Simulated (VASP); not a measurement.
# Al (P6_3/mmc) in VASP: notebook

Runs on Al. Level: PBEsol+D3(BJ). Tasks: relaxation of cell and atoms, single point.

All numbers are computed with VASP 6.6.1; they aren't measurements. Logs are shortened: lines on timing, memory, paths and dates and some standing lists are left out, and cuts for length are marked.

## Step 1: The cell of the first run

It takes space group P6_3/mmc (No. 194, hexagonal). Conventional cell: a = 2.781 Å, b = 2.781 Å, c = 4.633 Å, α = 90.00°, β = 90.00°, γ = 120.00°. Al (site symmetry -6m2) has 12 Al at 2.78 to 2.82 Å within 3.7 Å.

## Step 2: Relaxation of cell and atoms, PBEsol+D3(BJ), target pressure 1 GPa, at which the enthalpy is minimised

Contents of INCAR:

```
PREC = Accurate ; ENCUT = 600
EDIFF = 1E-6 ; ISMEAR = 0
SIGMA = 0.1 ; LREAL = F
LASPH = T ; NELM = 100
ALGO = Normal ; ISIF = 3
LWAVE = F ; LCHARG = F
GGA = PS ; IVDW = 12
IBRION = 2 ; NSW = 70
EDIFFG = -0.008 ; PSTRESS = 10.0
```

Contents of KPOINTS:

```
Automatic mesh
0
Gamma
  18 18 10
```

Contents of POSCAR:

```
Al
1.0
    2.7810475710      0.0000000000      0.0000000000
   -1.3905237855      2.4084578456      0.0000000000
    0.0000000000      0.0000000000      4.6325732754
Al
2
Direct
    0.6666666667      0.3333333333      0.7500000000
    0.3333333333      0.6666666667      0.2500000000
```

Potentials or basis: VASP PAW PBE potentials, release 64 (Al).

Launch:

```
$ cat potpaw_PBE.64/Al/POTCAR > POTCAR
$ mpirun -np 1 vasp_std > vasp.out
```

OUTCAR:

```text
PREC = Accurate
   ENCUT = 600
   EDIFF = 1E-6
   ISMEAR = 0
   LREAL = F
   LASPH = T
   NELM = 100
   ISIF = 3
   GGA = PS
   IVDW = 12
   IBRION = 2
   NSW = 70
   EDIFFG = -0.008
   PSTRESS = 10.0
 IVDW          = 12

 ion  position               nearest neighbor table
   1  0.667  0.333  0.750-   2 2.82   2 2.82   2 2.82   2 2.82   2 2.82   2 2.82
   2  0.333  0.667  0.250-   1 2.82   1 2.82   1 2.82   1 2.82   1 2.82   1 2.82

  LATTYP: Found a hexagonal cell.
 ALAT       =     2.7810475710
 C/A-ratio  =     1.6657655639

  Lattice vectors:

 A1 = (   2.7810475710,   0.0000000000,   0.0000000000)
 A2 = (  -1.3905237855,   2.4084578456,   0.0000000000)
 A3 = (   0.0000000000,   0.0000000000,   4.6325732754)

Analysis of symmetry for initial positions (statically):
=====================================================================
 Subroutine PRICEL returns:
 Original cell was already a primitive cell.

 Routine SETGRP: Setting up the symmetry group for a
 hexagonal supercell.

 Subroutine GETGRP returns: Found 24 space group operations
 (whereof 12 operations were pure point group operations)
 out of a pool of 24 trial point group operations.

The static configuration has the point symmetry D_3d.
 The point group associated with its full space group is D_6h.

Analysis of symmetry for dynamics (positions and initial velocities):
=====================================================================
 Subroutine PRICEL returns:
 Original cell was already a primitive cell.

 Routine SETGRP: Setting up the symmetry group for a
 hexagonal supercell.

 Subroutine GETGRP returns: Found 24 space group operations
 (whereof 12 operations were pure point group operations)
 out of a pool of 24 trial point group operations.

The dynamic configuration has the point symmetry D_3d.
 The point group associated with its full space group is D_6h.

 Subroutine INISYM returns: Found 24 space group operations
 (whereof 12 operations are pure point group operations),
 and found     1 'primitive' translations

----------------------------------------------------------------------------------------

                                     Primitive cell

  volume of cell :      31.0291

  direct lattice vectors                    reciprocal lattice vectors
     2.781047571  0.000000000  0.000000000     0.359576733  0.207601724  0.000000000
    -1.390523786  2.408457846  0.000000000     0.000000000  0.415203447  0.000000000
     0.000000000  0.000000000  4.632573275     0.000000000  0.000000000  0.215862749
[... 91 lines left out ...]
   ISYM   =      2    0-nonsym 1-usesym 2-fastsym
   POTIM  = 0.5000    time-step for ionic-motion
   TEBEG  =    0.0;   TEEND  =   0.0 temperature during run
   PSTRESS=   10.0 pullay stress
   NELECT =       6.0000    total number of electrons
   NUPDOWN=      -1.0000    fix difference up-down
   EMIN   =  10.00;   EMAX   =-10.00  energy-range for DOS
   EFERMI =   0.00;   METHOD = LEGACY
   ISMEAR =     0;   SIGMA  =   0.10  broadening in eV -4-tet -1-fermi 0-gaus
   EFERMI_NEDOS =   21; number of points for ismear=-14 and -15
   IALGO  =     38    algorithm
   IMIX   =      4    mixing-type and parameters
     AMIX     =   0.40;   BMIX     =  1.00
     AMIX_MAG =   1.60;   BMIX_MAG =  1.00
  volume/ion in A,a.u.               =      15.51       104.70
  Fermi-wavevector in a.u.,A,eV,Ry     =   0.946677  1.788961 12.193514  0.896198
  Thomas-Fermi vector in A             =   2.074698
   LORBIT       =      0    0 simple, 1 ext, 2 COOP (PROOUT), +10 PAW based schemes
   GGA     = PS    functional components
   LHFCALC =     F    Hartree Fock is set to
   AEXX    =    0.0000 exact exchange contribution
   IVDW    =    12    specifies the selected vdW correction
   LEPSILON=     F    determine dielectric tensor
   LRPA    =     F    only Hartree local field effects (RPA)
 conjugate gradient relaxation of ions
 non-spin polarized calculation
 Gauss-broadening in eV      SIGMA  =   0.10
  energy-cutoff  :      600.00
  volume of cell :       31.03
 maximum number of plane-waves:      1065
 NGX is ok and might be reduce to    24
   NGX = 11   NGY = 11   NGZ = 19

 number of electron       6.0000000 magnetization

 Free energy of the ion-electron system (eV)
  ---------------------------------------------------
  ext. energy  EPLUGINS =         0.00000000
  ---------------------------------------------------
  free energy    TOTEN  =        -8.09414227 eV

  energy without entropy =       -8.08917706  energy(sigma->0) =       -8.09165967

 E-fermi :   8.5981     XC(G=0): -10.4846

 val. band max:        8.5710820353   @ k =   0.3333   0.1667   0.0000
 cond. band min:       8.6098813448   @ k =   0.5000   0.0000   0.1000
 fundamental gap:      0.0387993095
 Fermi energy:         8.5980709674

 k-point     1 :       0.0000    0.0000    0.0000
  band No.  band energies     occupation
      1      -2.9587      2.00000
      2       3.6563      2.00000
      3       3.8917      2.00000
      4      20.0155      0.00000
      5      20.0155      0.00000
      6      20.1716      0.00000
      7      20.1716      0.00000
[... 221 lines left out ...]
 k-point    24 :       0.3889    0.1111    0.0000
  band No.  band energies     occupation
      1       2.2060      2.00000
      2       4.8639      2.00000
      3       8.5049      1.81251
      4       8.9537      0.00000
      5      10.9503      0.00000
      6      11.2526      0.00000
      7      12.7584      0.00000

 [... further k-points ...]

------------------------ aborting loop because EDIFF is reached ----------------------------------------

 Edisp (eV)   -0.67602

 E8    (eV) :    -0.4553

  FORCE on cell =-STRESS in cart. coord.  units (eV):
  Direction    XX          YY          ZZ          XY          YZ          ZX
  --------------------------------------------------------------------------------------
  -------------------------------------------------------------------------------------
  Total       0.18457     0.18457     0.18517     0.00000     0.00000     0.00000
  in kB       9.53045     9.53045     9.56104     0.00000     0.00000     0.00000
  external pressure =       -0.46 kB  Pullay stress =       10.00 kB

 VOLUME and BASIS-vectors are now :
 -----------------------------------------------------------------------------
  energy-cutoff  :      600.00
  volume of cell :       31.03
      direct lattice vectors                 reciprocal lattice vectors
     2.781047571  0.000000000  0.000000000     0.359576733  0.207601724  0.000000000
    -1.390523786  2.408457846  0.000000000     0.000000000  0.415203447  0.000000000
     0.000000000  0.000000000  4.632573275     0.000000000  0.000000000  0.215862749

 POSITION                                       TOTAL-FORCE (eV/Angst)
 -----------------------------------------------------------------------------------
      1.39052      0.80282      3.47443        -0.000000      0.000000      0.000000
     -0.00000      1.60564      1.15814         0.000000     -0.000000      0.000000
 -----------------------------------------------------------------------------------
    total drift:                                0.000000     -0.000000     -0.000000

  FREE ENERGIE OF THE ION-ELECTRON SYSTEM (eV)
  ---------------------------------------------------
  free  energy   TOTEN  =        -8.7701607905 eV

  energy  without entropy=       -8.7651955808  energy(sigma->0) =       -8.76767819

  enthalpy is  TOTEN    =        -8.5764922043 eV   P V=        0.1936685862

 reached required accuracy - stopping structural energy minimisation
```

CONTCAR:

```text
Al
   1.00000000000000
     2.7810475710000002    0.0000000000000000    0.0000000000000000
    -1.3905237855000001    2.4084578456000001    0.0000000000000000
     0.0000000000000000    0.0000000000000000    4.6325732754000004
  Al
     2
Direct
     0.6666666667000030    0.3333333332999970    0.7500000000000000
     0.3333333332999970    0.6666666667000030    0.2500000000000000

  0.00000000E+00  0.00000000E+00  0.00000000E+00
  0.00000000E+00  0.00000000E+00  0.00000000E+00
```

Run time: 17 s. Hardware: 1 thread of Intel Xeon 6975P-C (Granite Rapids), shared host; peak memory 0.19 GiB.

What came out:

| Item | Value |
| --- | --- |
| Free energy | -8.7702 eV |
| Pressure after relaxing | 1.0 GPa |
| Band gap on the k mesh | zero (band 3 reaches 12.69 eV, above the bottom of band 4 at 5.36 eV) |
| Dispersion energy per atom | -0.338 eV |

Final structure:
```cif
data_structure
_symmetry_space_group_name_H-M 'P 1'
_symmetry_Int_Tables_number 1
_cell_length_a 2.7810
_cell_length_b 2.7810
_cell_length_c 4.6326
_cell_angle_alpha 90.000
_cell_angle_beta 90.000
_cell_angle_gamma 120.000
_cell_volume 31.03
loop_
_atom_site_label
_atom_site_type_symbol
_atom_site_fract_x
_atom_site_fract_y
_atom_site_fract_z
_atom_site_occupancy
Al1 Al 0.66667 0.33333 0.75000 1
Al2 Al 0.33333 0.66667 0.25000 1
```

Caveat: the relaxation stopped at its first step, so nothing moved; the cell is relaxed towards a set pressure, so the enthalpy falls and the energy may rise; the PAW data sets were made with another functional, which shifts forces and pressure a little; pairwise dispersion overbinds metals, which lowers pressure and volume.

## Step 3: Relaxation of cell and atoms, PBEsol+D3(BJ), target pressure -1 GPa, at which the enthalpy is minimised

This run uses another cell than the first one, of 15.82 Å³/atom, 1.020 times its volume.

Contents of INCAR:

```
SYSTEM = Al
ALGO = Fast
EDIFF = 1E-6
EDIFFG = -0.008
ENCUT = 600
GGA = PS
IBRION = 2
ISIF = 3
ISMEAR = 0
IVDW = 12
LASPH = .True.
LCHARG = .False.
LREAL = .False.
LWAVE = .False.
NELM = 100
NSW = 70
PREC = Accurate
PSTRESS = -10.0
SIGMA = 0.1
```

Contents of KPOINTS:

```
k-points
0
Gamma
  18 18 10
  0 0 0
```

Contents of POSCAR:

```
Al
1.0
    2.7992838317      0.0000000000      0.0000000000
   -1.3996419158      2.4242509107      0.0000000000
    0.0000000000      0.0000000000      4.6629506105
Al
2
Direct
    0.6666666667      0.3333333333      0.7500000000
    0.3333333333      0.6666666667      0.2500000000
```

Potentials or basis: VASP PAW PBE potentials, release 64 (Al).

Launch:

```
$ cat potpaw_PBE.64/Al/POTCAR > POTCAR
$ mpirun -np 1 vasp_std > vasp.out
```

OUTCAR:

```text
SYSTEM = Al
   EDIFF = 1E-6
   EDIFFG = -0.008
   ENCUT = 600
   GGA = PS
   IBRION = 2
   ISIF = 3
   ISMEAR = 0
   IVDW = 12
   LASPH = .True.
   LREAL = .False.
   NELM = 100
   NSW = 70
   PREC = Accurate
   PSTRESS = -10.0
 IVDW          = 12

 ion  position               nearest neighbor table
   1  0.667  0.333  0.750-   2 2.84   2 2.84   2 2.84   2 2.84   2 2.84   2 2.84
   2  0.333  0.667  0.250-   1 2.84   1 2.84   1 2.84   1 2.84   1 2.84   1 2.84

  LATTYP: Found a hexagonal cell.
 ALAT       =     2.7992838317
[... 492 lines left out ...]
 E8    (eV) :    -0.4448

  FORCE on cell =-STRESS in cart. coord.  units (eV):
  Direction    XX          YY          ZZ          XY          YZ          ZX
  --------------------------------------------------------------------------------------
  -------------------------------------------------------------------------------------
  Total      -0.20733    -0.20733    -0.20702    -0.00000     0.00000     0.00000
  in kB     -10.46147   -10.46147   -10.44612    -0.00000     0.00000     0.00000
  external pressure =       -0.46 kB  Pullay stress =      -10.00 kB

 VOLUME and BASIS-vectors are now :
 -----------------------------------------------------------------------------
  energy-cutoff  :      600.00
  volume of cell :       31.75
      direct lattice vectors                 reciprocal lattice vectors
     2.802456955 -0.000000000  0.000000000     0.356829745  0.206015749  0.000000000
    -1.401228478  2.426998916  0.000000000     0.000000000  0.412031498  0.000000000
     0.000000000  0.000000000  4.668337101    -0.000000000 -0.000000000  0.214209038

 POSITION                                       TOTAL-FORCE (eV/Angst)
 -----------------------------------------------------------------------------------
      1.40123      0.80900      3.50125        -0.000000     -0.000000      0.000000
     -0.00000      1.61800      1.16708         0.000000      0.000000     -0.000000
 -----------------------------------------------------------------------------------
    total drift:                                0.000000     -0.000000     -0.000000

  FREE ENERGIE OF THE ION-ELECTRON SYSTEM (eV)
  ---------------------------------------------------
  free  energy   TOTEN  =        -8.7698730607 eV

  energy  without entropy=       -8.7647533822  energy(sigma->0) =       -8.76731322

  enthalpy is  TOTEN    =        -8.9680532139 eV   P V=       -0.1981801532

 reached required accuracy - stopping structural energy minimisation
```

Wall time 25 s (1 thread of Intel Xeon 6975P-C (Granite Rapids), shared host); peak memory 0.2 GiB.

Results:

| Item | Value |
| --- | --- |
| Free energy | -8.7699 eV |
| Relaxed volume | 15.88 Å³/atom |
| Relaxed cell | a = 2.802 Å, b = 2.802 Å, c = 4.668 Å, α = 90.00°, β = 90.00°, γ = 120.00° |
| Space group after relaxing (to 0.05 Å) | P6_3/mmc (No. 194) |
| Energy change on relaxing (the enthalpy is what falls) | +0.3 meV/atom |
| Ionic steps | 2 |
| Pressure after relaxing | -1.0 GPa |
| Band gap on the k mesh | zero (band 3 reaches 12.40 eV, above the bottom of band 4 at 5.13 eV) |
| Dispersion energy per atom | -0.330 eV |

Step by step:
```tsv
step	energy change (eV)	largest force (eV/Å)	pressure (GPa)	volume (Å³)
1	0.0000	0.0000	-0.76	31.64
2	0.0006	0.0000	-1.05	31.75
```

Final structure:
```
Al
1.0
     2.80246    0.00000    0.00000
    -1.40123    2.42700    0.00000
     0.00000    0.00000    4.66834
Al
2
Direct
  0.66667 0.33333 0.75000
  0.33333 0.66667 0.25000
```

Levels at points of the mesh, in eV from the Fermi level:
| k point | band 1 | band 2 | band 3 | band 4 | band 5 | band 6 | band 7 |
| --- | --- | --- | --- | --- | --- | --- | --- |
| (0.00, 0.00, 0.00) | -11.39 | -4.84 | -4.67 | 11.22 | 11.22 | 11.44 | 11.44 |
| (0.50, 0.00, 0.00) | -5.32 | -5.21 | 0.60 | 1.03 | 1.42 | 1.73 | 6.02 |
| (0.00, 0.00, 0.50) | -9.70 | -9.70 | 3.15 | 3.15 | 12.30 | 12.30 | 12.30 |
| (0.50, 0.00, 0.50) | -4.00 | -4.00 | -3.21 | -3.21 | 7.46 | 7.46 | 7.64 |

Caveat: the cell is relaxed towards a set pressure, so the enthalpy falls and the energy may rise; the PAW data sets were made with another functional, which shifts forces and pressure a little; pairwise dispersion overbinds metals, which lowers pressure and volume.

## Step 4: Relaxation of cell and atoms, PBEsol+D3(BJ)

This run uses another cell than the first one, of 16.67 Å³/atom, 1.074 times its volume.

Contents of INCAR:

```
SYSTEM = Al
  PREC = Accurate
  ENCUT = 600
  EDIFF = 1E-7
  ISMEAR = 0
  SIGMA = 0.1
  LREAL = .False.
  LASPH = .True.
  NELM = 100
  ALGO = Fast
  ISIF = 3
  LWAVE = .False.
  LCHARG = .False.
  GGA = PS
  IVDW = 12
  IBRION = 2
  NSW = 100
  EDIFFG = -0.005
```

Contents of KPOINTS:

```
Automatic mesh
0
Gamma
  18 18 10
  0 0 0
```

Contents of POSCAR:

```
Al
1.0
    2.8124553515      0.0000000000      0.0000000000
   -1.4062276757      2.4356577814      0.0000000000
    0.0000000000      0.0000000000      4.8668500000
Al
2
Direct
    0.6666666700      0.3333333300      0.7500000000
    0.3333333300      0.6666666700      0.2500000000
```

Launch:

```
$ cat potpaw_PBE.64/Al/POTCAR > POTCAR
$ mpirun -np 1 vasp_std > vasp.out
```

It took 7 min on 1 thread of Intel Xeon 8259CL, shared host; peak memory 0.21 GiB.

Results (log left out):

```yaml
Free_energy: -8.7712 eV
Relaxed_volume: 15.68 Å³/atom
Relaxed_cell: a = 2.791 Å, b = 2.791 Å, c = 4.650 Å, α = 90.00°, β = 90.00°, γ = 120.00°
Space_group_after_relaxing_to_0.05_Å: P6_3/mmc (No. 194)
Energy_gained_by_relaxing: 17.1 meV/atom
Ionic_steps: 12
Pressure_after_relaxing: 0.0 GPa
Band_gap_on_the_k_mesh: zero (band 3 reaches 12.55 eV, above the bottom of band 4 at 5.25 eV)
Dispersion_energy_per_atom: -0.334 eV
```

The path:
```csv
step,energy change (eV),largest force (eV/Å),pressure (GPa),volume (Å³)
1,0.0000,0.0000,-4.41,33.34
2,-0.0306,0.0000,0.72,31.17
3,-0.0309,0.0000,0.27,31.33
4,-0.0333,0.0000,0.17,31.32
5,-0.0339,0.0000,0.15,31.32
6,-0.0341,0.0000,0.17,31.30
7,-0.0341,0.0000,0.17,31.30
8,-0.0341,0.0000,0.15,31.31
9,-0.0341,0.0000,0.17,31.30
10,-0.0341,0.0000,0.16,31.31
11,-0.0342,0.0000,-0.08,31.39
12,-0.0342,0.0000,0.00,31.36
```

Final structure:
```xyz
2
Lattice="2.7907 0.0000 0.0000 -1.3953 2.4168 0.0000 0.0000 0.0000 4.6500" Properties=species:S:1:pos:R:3 pbc="T T T"
Al    1.3953    0.8056    3.4875
Al    0.0000    1.6112    1.1625
```

Levels at points of the mesh, in eV from the Fermi level:
```
           k point  band 1  band 2  band 3  band 4  band 5  band 6  band 7
(0.00, 0.00, 0.00)  -11.48   -4.90   -4.69   11.33   11.33   11.52   11.52
(0.50, 0.00, 0.00)   -5.35   -5.26    0.60    1.05    1.40    1.76    6.09
(0.00, 0.00, 0.50)   -9.78   -9.78    3.17    3.17   12.38   12.38   12.38
(0.50, 0.00, 0.50)   -4.04   -4.04   -3.23   -3.23    7.53    7.53    7.66
```

Caveat: the PAW data sets were made with another functional, which shifts forces and pressure a little; pairwise dispersion overbinds metals, which lowers pressure and volume.

## Step 5: Single point, PBEsol+D3(BJ)

This run uses another cell than the first one, of 10.23 Å³/atom, 0.659 times its volume.

Contents of INCAR:

```
SYSTEM = Al
PREC = Accurate
ENCUT = 520
EDIFF = 1E-6
ISMEAR = 0
SIGMA = 0.1
LREAL = .False.
LASPH = .True.
NELM = 60
ALGO = Normal
ISIF = 2
LWAVE = .False.
LCHARG = .False.
GGA = PS
IVDW = 12
NBANDS = 10
```

Contents of KPOINTS:

```
regular mesh
0
Gamma
  18 18 10
  0 0 0
```

Contents of POSCAR:

```
Al
1.0
    2.4391285002      0.0000000000      0.0000000000
   -1.2195642501      2.1123472443      0.0000000000
    0.0000000000      0.0000000000      3.9712177819
Al
2
Direct
    0.6666666667      0.3333333333      0.7500000000
    0.3333333333      0.6666666667      0.2500000000
```

Launch:

```
$ cat potpaw_PBE.64/Al/POTCAR > POTCAR
$ mpirun -np 1 vasp_std > vasp.out
```

It took 11 s on 1 thread of Intel Xeon 6975P-C (Granite Rapids), shared host; peak memory 0.16 GiB.

The run converged. Its results:

- Free energy: -6.6318 eV
- Pressure: 90.6 GPa
- Band gap on the k mesh: zero (band 3 reaches 19.13 eV, above the bottom of band 4 at 10.05 eV)
- Dispersion energy per atom: -0.514 eV

Stress tensor (GPa, compression positive):
```
90.65  0.00  0.00
 0.00 90.65  0.00
 0.00  0.00 90.55
```

Levels at points of the mesh, in eV from the Fermi level:
| k point | band 1 | band 2 | band 3 | band 4 | band 5 | band 6 |
| --- | --- | --- | --- | --- | --- | --- |
| (0.00, 0.00, 0.00) | -14.79 | -6.56 | -5.08 | 13.76 | 13.76 | 14.87 |
| (0.50, 0.00, 0.00) | -7.16 | -6.71 | 0.71 | 0.73 | 2.36 | 2.48 |
| (0.00, 0.00, 0.50) | -12.49 | -12.49 | 4.58 | 4.58 | 14.68 | 14.68 |
| (0.50, 0.00, 0.50) | -5.51 | -5.51 | -3.85 | -3.85 | 8.63 | 8.63 |

Caveat: the PAW data sets were made with another functional, which shifts forces and pressure a little; pairwise dispersion overbinds metals, which lowers pressure and volume.

## Step 6: Summary

| task | cell | cutoff (eV) | gap on the mesh (eV) | pressure (GPa) |
| --- | --- | --- | --- | --- |
| relaxation of cell and atoms | relaxed to 1 GPa from a = 2.781, b = 2.781, c = 4.633 Å, angles 90.0, 90.0, 120.0°, 2 atoms | 600 | none | 1.0 |
| relaxation of cell and atoms | relaxed to -1 GPa from a = 2.799, b = 2.799, c = 4.663 Å, angles 90.0, 90.0, 120.0°, 2 atoms | 600 | none | -1.0 |
| relaxation of cell and atoms | relaxed from a = 2.812, b = 2.812, c = 4.867 Å, angles 90.0, 90.0, 120.0°, 2 atoms | 600 | none | 0.0 |
| single point | a = 2.439, b = 2.439, c = 3.971 Å, angles 90.0, 90.0, 120.0°, 2 atoms | 520 | none | 90.6 |

Alike in all rows: level PBEsol+D3(BJ); potentials or basis VASP PAW PBE potentials, release 64 (Al); no spin polarisation; k mesh 18 × 18 × 10; smearing gaussian 0.1 eV.

Caveats: the PAW data sets were made with another functional, which shifts forces and pressure a little; pairwise dispersion overbinds metals, which lowers pressure and volume; the cell is relaxed towards a set pressure, so the enthalpy falls and the energy may rise (some runs); the relaxation stopped at its first step, so nothing moved (some runs).

Total energies depend on the potentials used, so only differences within one code and one set of settings carry meaning.
